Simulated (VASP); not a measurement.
# S in VASP: single point with PBEsol

Aim: the single point of S with PBEsol.

Everything below comes from runs of VASP 6.6.1. Logs are shortened: lines on timing, memory, paths and dates and some standing lists are left out, and cuts for length are marked.

### 1 The cell of the first run

The cell holds a slab with vacuum, 2 atoms: a = 3.248 Å, b = 3.248 Å, c = 22.773 Å, α = 90.00°, β = 90.00°, γ = 120.00°.

### 2 Single point, PBEsol

Contents of INCAR:

```
SYSTEM = S
PREC = Accurate
ENCUT = 500
EDIFF = 1E-6
ISMEAR = -1
SIGMA = 0.1
LREAL = .FALSE.
LASPH = .TRUE.
NELM = 120
ALGO = Normal
ISIF = 2
LWAVE = .FALSE.
LCHARG = .FALSE.
GGA = PS
NBANDS = 13
GGA_COMPAT = .FALSE.
```

Contents of KPOINTS:

```
Automatic mesh
0
G
  8 8 1
  0 0 0
```

Contents of POSCAR:

```
S
1.0
    3.2478310000      0.0000000000      0.0000000000
   -1.6239150000      2.8127040000      0.0000000000
    0.0000000000      0.0000000000     22.7733830000
S
2
Direct
    0.3333333333      0.6666666667      0.0830460000
    0.3333333333      0.6666666667      0.2181020000
```

Potentials or basis: VASP PAW PBE potentials, release 64 (S).

Launch:

```console
$ cat potpaw_PBE.64/S/POTCAR > POTCAR
$ mpirun -np 1 vasp_std > vasp.out
```

OUTCAR:

```text
SYSTEM = S
   PREC = Accurate
   ENCUT = 500
   EDIFF = 1E-6
   ISMEAR = -1
   LREAL = .FALSE.
   LASPH = .TRUE.
   NELM = 120
   ISIF = 2
   GGA = PS

 ion  position               nearest neighbor table
   1  0.333  0.667  0.083-
   2  0.333  0.667  0.218-

  LATTYP: Found a hexagonal cell.
 ALAT       =     3.2478310000
 C/A-ratio  =     7.0118743863

  Lattice vectors:

 A1 = (   3.2478310000,   0.0000000000,   0.0000000000)
 A2 = (  -1.6239150000,   2.8127040000,   0.0000000000)
 A3 = (   0.0000000000,   0.0000000000,  22.7733830000)

Analysis of symmetry for initial positions (statically):
=====================================================================
 Subroutine PRICEL returns:
 Original cell was already a primitive cell.

 Routine SETGRP: Setting up the symmetry group for a
 hexagonal supercell.

 Subroutine GETGRP returns: Found 24 space group operations
 (whereof  6 operations were pure point group operations)
 out of a pool of 24 trial point group operations.

The static configuration has the point symmetry C_3v.
 The point group associated with its full space group is D_6h.

Analysis of symmetry for dynamics (positions and initial velocities):
=====================================================================
 Subroutine PRICEL returns:
 Original cell was already a primitive cell.

 Routine SETGRP: Setting up the symmetry group for a
 hexagonal supercell.

 Subroutine GETGRP returns: Found 24 space group operations
 (whereof  6 operations were pure point group operations)
 out of a pool of 24 trial point group operations.

The dynamic configuration has the point symmetry C_3v.
 The point group associated with its full space group is D_6h.

 Subroutine INISYM returns: Found 24 space group operations
 (whereof  6 operations are pure point group operations),
 and found     1 'primitive' translations

----------------------------------------------------------------------------------------

                                     Primitive cell

  volume of cell :     208.0391

  direct lattice vectors                    reciprocal lattice vectors
     3.247831000  0.000000000  0.000000000     0.307897794  0.177764829  0.000000000
    -1.623915000  2.812704000  0.000000000     0.000000000  0.355529768  0.000000000
     0.000000000  0.000000000 22.773383000     0.000000000  0.000000000  0.043910911

  length of vectors
     3.247831000  3.247830617 22.773383000     0.355529726  0.355529768  0.043910911

  position of ions in fractional coordinates (direct lattice)
     0.333333333  0.666666667  0.083046000
     0.333333333  0.666666667  0.218102000

  ion indices of the primitive-cell ions
   primitive index   ion index
                 1           1
                 2           2

----------------------------------------------------------------------------------------

 KPOINTS: Automatic mesh

Automatic generation of k-mesh.
 Grid dimensions read from file:
 generate k-points for:    8    8    1

 Generating k-lattice:

  Cartesian coordinates                     Fractional coordinates (reciprocal lattice)
     0.038487224  0.022220604  0.000000000     0.125000000  0.000000000  0.000000000
     0.000000000  0.044441221  0.000000000     0.000000000  0.125000000  0.000000000
     0.000000000  0.000000000  0.043910911     0.000000000  0.000000000  1.000000000

  Length of vectors
     0.044441216  0.044441221  0.043910911

  Shift w.r.t. Gamma in fractional coordinates (k-lattice)
     0.000000000  0.000000000  0.000000000

 Subroutine IBZKPT returns following result:
 ===========================================

 Found     10 irreducible k-points:

 Following reciprocal coordinates:
            Coordinates               Weight
  0.000000  0.000000  0.000000      1.000000
  0.125000 -0.000000  0.000000      6.000000
  0.250000 -0.000000  0.000000      6.000000
  0.375000  0.000000  0.000000      6.000000
  0.500000 -0.000000  0.000000      3.000000
  0.125000  0.125000  0.000000      6.000000
  0.250000  0.125000  0.000000     12.000000
  0.375000  0.125000  0.000000     12.000000
  0.250000  0.250000  0.000000      6.000000
  0.375000  0.250000  0.000000      6.000000
   k-points           NKPTS =     10   k-points in BZ     NKDIM =     10   number of bands    NBANDS=     13
   number of dos      NEDOS =    301   number of ions     NIONS =      2
   total plane-waves  NPLWV =  96768
   dimension x,y,z NGX =    24 NGY =   24 NGZ =  168
   dimension x,y,z NGXF=    48 NGYF=   48 NGZF=  336
   ions per type =               2
   NGX,Y,Z   is equivalent  to a cutoff of  12.28, 12.28, 12.26 a.u.
   NGXF,Y,Z  is equivalent  to a cutoff of  24.57, 24.57, 24.53 a.u.
 SYSTEM =  S
   PREC   = accura    normal or accurate (medium, high low for compatibility)
   ISTART =      0    job   : 0-new  1-cont  2-samecut
   ICHARG =      2    charge: 1-file 2-atom 10-const
   ISPIN  =      1    spin polarized calculation?
   LNONCOLLINEAR =      F non collinear calculations
   LSORBIT =      F    spin-orbit coupling
   LASPH  =      T    aspherical Exc in radial PAW
   ENCUT  =  500.0 eV  36.75 Ry    6.06 a.u.   5.92  5.92 41.52*2*pi/ulx,y,z
   NELM   =    120;   NELMIN=  2; NELMDL= -5     # of ELM steps
   EDIFF  = 0.1E-05   stopping-criterion for ELM
   LREAL  =      F    real-space projection
   EDIFFG = 0.1E-04   stopping-criterion for IOM
   NSW    =      0    number of steps for IOM
   IBRION =     -1    ionic relax: 0-MD 1-quasi-New 2-CG
   NFREE  =      0    steps in history (QN), initial steepest desc. (CG)
   ISIF   =      2    stress and relaxation
   ISYM   =      2    0-nonsym 1-usesym 2-fastsym
   POTIM  = 0.5000    time-step for ionic-motion
   TEBEG  =    0.0;   TEEND  =   0.0 temperature during run
   PSTRESS=    0.0 pullay stress
   NELECT =      12.0000    total number of electrons
   NUPDOWN=      -1.0000    fix difference up-down
   EMIN   =  10.00;   EMAX   =-10.00  energy-range for DOS
   EFERMI =   0.00;   METHOD = LEGACY
   ISMEAR =    -1;   SIGMA  =   0.10  broadening in eV -4-tet -1-fermi 0-gaus
   EFERMI_NEDOS =   21; number of points for ismear=-14 and -15
   IALGO  =     38    algorithm
   IMIX   =      4    mixing-type and parameters
     AMIX     =   0.40;   BMIX     =  1.00
     AMIX_MAG =   1.60;   BMIX_MAG =  1.00
  volume/ion in A,a.u.               =     104.02       701.96
  Fermi-wavevector in a.u.,A,eV,Ry     =   0.632538  1.195324  5.443757  0.400105
  Thomas-Fermi vector in A             =   1.695889
   LORBIT       =      0    0 simple, 1 ext, 2 COOP (PROOUT), +10 PAW based schemes
   GGA     = PS    functional components
   LHFCALC =     F    Hartree Fock is set to
   AEXX    =    0.0000 exact exchange contribution
   IVDW    =     0    specifies the selected vdW correction
   LEPSILON=     F    determine dielectric tensor
   LRPA    =     F    only Hartree local field effects (RPA)
 non-spin polarized calculation
  energy-cutoff  :      500.00
  volume of cell :      208.04
 maximum number of plane-waves:      5312
 NGX is ok and might be reduce to    24
   NGX = 11   NGY = 11   NGZ = 83

 number of electron      12.0000001 magnetization

 Free energy of the ion-electron system (eV)
  ---------------------------------------------------
  ext. energy  EPLUGINS =         0.00000000
  ---------------------------------------------------
  free energy    TOTEN  =        -4.85899661 eV

  energy without entropy =       -4.74038926  energy(sigma->0) =       -4.79969294

 E-fermi :  -4.3092     XC(G=0):  -2.8286

 val. band max:       -4.3928104945   @ k =   0.2500   0.1250   0.0000
 cond. band min:      -4.2417536362   @ k =   0.2500   0.1250   0.0000
 fundamental gap:      0.1510568583
 Fermi energy:        -4.3092249550

 k-point     1 :       0.0000    0.0000    0.0000
  band No.  band energies     occupation
      1     -16.8885      2.00000
      2     -16.3523      2.00000
      3      -7.2565      2.00000
      4      -5.0481      1.99876
      5      -3.0943      0.00001
      6      -3.0943      0.00001
      7      -2.8236      0.00000
      8      -2.8236      0.00000
      9       1.2874      0.00000
     10       1.5813      0.00000
     11       2.1749      0.00000
     12       2.9367      0.00000
     13       3.4415      0.00000

 k-point     2 :       0.1250   -0.0000    0.0000
  band No.  band energies     occupation
      1     -16.7275      2.00000
      2     -16.1960      2.00000
      3      -7.0932      2.00000
      4      -4.9095      1.99507
      5      -3.9856      0.07566
      6      -3.6323      0.00229
      7      -3.2805      0.00007
      8      -2.9978      0.00000
      9       1.5869      0.00000
     10       1.8609      0.00000
     11       2.4754      0.00000
     12       3.2171      0.00000
     13       3.7716      0.00000

 k-point     3 :       0.2500   -0.0000    0.0000
  band No.  band energies     occupation
      1     -16.2949      2.00000
      2     -15.7773      2.00000
      3      -6.6562      2.00000
      4      -5.7139      2.00000
      5      -5.2707      1.99987
      6      -4.5269      1.79633
      7      -3.6831      0.00381
      8      -3.3775      0.00018
      9       2.4138      0.00000
     10       2.6653      0.00000
     11       3.3445      0.00000
     12       4.0152      0.00000
     13       4.5447      0.00000

 k-point     4 :       0.3750    0.0000    0.0000
  band No.  band energies     occupation
      1     -15.7747      2.00000
      2     -15.2768      2.00000
      3      -7.2143      2.00000
      4      -6.6954      2.00000
      5      -6.1302      2.00000
      6      -4.1083      0.23638
      7      -4.0354      0.12146
      8      -3.7124      0.00510
      9       2.8904      0.00000
     10       3.7683      0.00000
     11       3.8282      0.00000
     12       4.2649      0.00000
     13       4.8267      0.00000

 k-point     5 :       0.5000   -0.0000    0.0000
  band No.  band energies     occupation
      1     -15.5207      2.00000
      2     -15.0342      2.00000
      3      -7.8180      2.00000
      4      -7.2735      2.00000
      5      -5.8773      2.00000
      6      -4.1698      0.39737
      7      -3.9114      0.03675
      8      -3.8407      0.01829
      9       2.3993      0.00000
     10       3.5491      0.00000
     11       4.4468      0.00000
     12       4.5612      0.00000
     13       5.6786      0.00000

 k-point     6 :       0.1250    0.1250    0.0000
  band No.  band energies     occupation
      1     -16.4295      2.00000
      2     -15.9073      2.00000
      3      -6.7917      2.00000
      4      -5.1370      1.99949
      5      -4.7688      1.98000
      6      -4.5957      1.89214
      7      -3.7417      0.00683
      8      -3.4238      0.00029
      9       2.1527      0.00000
     10       2.4043      0.00000
     11       3.0617      0.00000
     12       3.7586      0.00000
     13       4.3681      0.00000

 k-point     7 :       0.2500    0.1250    0.0000
  band No.  band energies     occupation
      1     -15.9426      2.00000
      2     -15.4378      2.00000
      3      -6.5477      2.00000
      4      -6.2946      2.00000
      5      -6.0552      2.00000
      6      -4.3928      1.39518
      7      -4.2418      0.67488
      8      -4.0297      0.11521
      9       3.0678      0.00000
     10       3.4213      0.00000
     11       3.9859      0.00000
     12       4.3396      0.00000
     13       4.7713      0.00000

 k-point     8 :       0.3750    0.1250    0.0000
  band No.  band energies     occupation
      1     -15.5309      2.00000
      2     -15.0435      2.00000
      3      -7.5180      2.00000
      4      -6.9857      2.00000
      5      -5.8882      2.00000
      6      -4.7857      1.98310
      7      -4.4011      1.42969
      8      -3.9175      0.03903
      9       2.7246      0.00000
     10       4.5366      0.00000
     11       4.5648      0.00000
     12       5.2016      0.00000
     13       5.4639      0.00000

 k-point     9 :       0.2500    0.2500    0.0000
  band No.  band energies     occupation
      1     -15.5409      2.00000
      2     -15.0527      2.00000
      3      -7.0563      2.00000
      4      -6.5443      2.00000
      5      -5.8986      2.00000
      6      -5.5177      1.99999
      7      -5.0797      1.99910
      8      -3.9249      0.04194
      9       3.1885      0.00000
     10       4.5084      0.00000
     11       4.9325      0.00000
     12       5.5062      0.00000
     13       5.7197      0.00000

 k-point    10 :       0.3750    0.2500    0.0000
  band No.  band energies     occupation
      1     -15.3555      2.00000
      2     -14.8758      2.00000
      3      -7.1864      2.00000
      4      -6.6665      2.00000
      5      -6.0619      2.00000
      6      -5.7158      2.00000
      7      -5.5947      1.99999
      8      -3.7845      0.01047
      9       3.2179      0.00000
     10       4.7130      0.00000
     11       5.3442      0.00000
     12       6.2732      0.00000
     13       6.2833      0.00000

------------------------ aborting loop because EDIFF is reached ----------------------------------------

  FORCE on cell =-STRESS in cart. coord.  units (eV):
  Direction    XX          YY          ZZ          XY          YZ          ZX
  --------------------------------------------------------------------------------------
  -------------------------------------------------------------------------------------
  Total       -5.7178994     -5.7178988     -3.4685157     -0.0000010     -0.0000000      0.0000000
  in kB      -44.0354146    -44.0354098    -26.7121742     -0.0000078     -0.0000000      0.0000000
  external PRESSURE =     -38.2609995 kB  Pullay stress =       0.0000000 kB

 VOLUME and BASIS-vectors are now :
 -----------------------------------------------------------------------------
  energy-cutoff  :      500.00
  volume of cell :      208.04
      direct lattice vectors                 reciprocal lattice vectors
     3.247831000  0.000000000  0.000000000     0.307897794  0.177764829  0.000000000
    -1.623915000  2.812704000  0.000000000     0.000000000  0.355529768  0.000000000
     0.000000000  0.000000000 22.773383000     0.000000000  0.000000000  0.043910911

 POSITION                                       TOTAL-FORCE (eV/Angst)
 -----------------------------------------------------------------------------------
      0.00000      1.87514      1.89124         0.000000      0.000000      1.129338
      0.00000      1.87514      4.96692        -0.000000      0.000000     -1.129338
 -----------------------------------------------------------------------------------
    total drift:                                0.000000     -0.000000      0.000003

  FREE ENERGIE OF THE ION-ELECTRON SYSTEM (eV)
  ---------------------------------------------------
  free  energy   TOTEN  =        -4.8589966091 eV

  energy  without entropy=       -4.7403892638  energy(sigma->0) =       -4.79969294
```

Wall time 14 s (1 thread of AMD EPYC 9R45 (Zen 5), shared host); peak memory 0.24 GiB.

Results:

* Free energy: -4.8590 eV
* Largest force: 1.129 eV/Å
* Band gap on the k mesh: zero (bands 6 and 7 overlap by 2.50 eV)

Forces on the atoms (eV/Å):
```
S    0.000  0.000  1.129
S    0.000  0.000 -1.129
```

Caveat: the PAW data sets were made with another functional, which shifts forces and pressure a little.
